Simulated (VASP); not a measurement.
A run of VASP 6.6.1 is set up as follows.

Contents of INCAR:

```
  ALGO = Normal
  EDIFF = 1E-8
  ENCUT = 520
  GGA = PS
  ISIF = 2
  ISMEAR = -1
  LASPH = True
  LCHARG = False
  LEFG = True
  LREAL = False
  LWAVE = False
  NBANDS = 15
  NELM = 60
  PREC = Accurate
  SIGMA = 0.01
```

The input KPOINTS:

```
k-points
0
Gamma
  8 8 8
```

File POSCAR:

```
KI
1.0
    0.0000000000      3.5478920710      3.5478920710
    3.5478920710      0.0000000000      3.5478920710
    3.5478920710      3.5478920710      0.0000000000
K I
1 1
Direct
    0.0000000000      0.0000000000      0.0000000000
    0.5000000000      0.5000000000      0.5000000000
```

Potentials or basis: VASP PAW PBE potentials, release 64 (K_sv, I).

Run with:

```sh
$ cat potpaw_PBE.64/K_sv/POTCAR potpaw_PBE.64/I/POTCAR > POTCAR
$ mpirun -np 1 vasp_std > vasp.out
```

Q: Estimate the pressure.

A: -0.4 GPa.

Q: Estimate the band gap on the k mesh.

A: 3.79 eV, direct.

Caveat: without QUAD_EFG the Cq values of the log hold for a quadrupole moment of 1 mb, not for the nuclei; the PAW data sets were made with another functional, which shifts forces and pressure a little; spin-orbit coupling is left out, which moves the levels of the heavy elements. A k mesh can miss the band edges.
